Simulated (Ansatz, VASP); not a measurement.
Cd: VASP beside Ansatz

File INCAR:

```
SYSTEM = Cd
  PREC = Accurate
  ENCUT = 520
  EDIFF = 1E-7
  ISMEAR = 0
  SIGMA = 0.15
  LREAL = .FALSE.
  LASPH = .TRUE.
  NELM = 80
  ALGO = Fast
  ISIF = 2
  LWAVE = .FALSE.
  LCHARG = .FALSE.
  GGA = PE
  NBANDS = 12
```

File KPOINTS:

```
regular mesh
0
G
  20 20 20
  0 0 0
```

Contents of POSCAR:

```
Cd
1.0
   -0.4807044603      2.0056979206      2.0056979206
    2.0056979206     -0.4807044603      2.0056979206
    2.0056979206      2.0056979206     -0.4807044603
Cd
1
Direct
    0.0000000000      0.0000000000      0.0000000000
```

Input for Ansatz:

```yaml
crystal:
  lattice:
    - [-0.4807044603, 2.0056979206, 2.0056979206]
    - [2.0056979206, -0.4807044603, 2.0056979206]
    - [2.0056979206, 2.0056979206, -0.4807044603]
  atoms:
    - { symbol: Cd, position: [0.0, 0.0, 0.0] }
basis:
  ecutwfc: 420
kpoints:
  mp_grid: { grid: [20, 20, 20] }
hamiltonian:
  xc: pbe
scf:
  occupations: { method: gaussian, width: 0.15 }
output:
  forces: true
  stress: true
  eigenvalues: true
```

Alike in both runs: task single point; functional PBE; k mesh 20 × 20 × 20; occupations gaussian, width 0.15 eV; no spin polarisation.

|  | VASP | Ansatz |
| --- | --- | --- |
| version | VASP 6.6.1 | Ansatz 0.2.0 |
| potentials or method | VASP PAW PBE potentials, release 64 (Cd), cutoff 520 eV | scalar-relativistic, plane waves, PAW |
| valence electrons in the cell | 12 | 20 |

Ansatz gave:

- gap on the k mesh at the Fermi level (eV): none
- pressure (GPa): 7.1
- traceless stress, the component that is largest in VASP (GPa): 2.51

**Question.** What did VASP give for the same quantities?

**Answer.** gap on the k mesh at the Fermi level (eV): none; pressure (GPa): 7.6; traceless stress, the component that is largest in VASP (GPa): 2.58.

A gap of «none» marks a metal or a gap that the smearing closes. The functional is the same, so the differences come from potentials, cutoffs and numerics. VASP's potentials hold 12 valence electrons a cell and Ansatz's 20, so a difference there can come from the potentials and not from the codes.
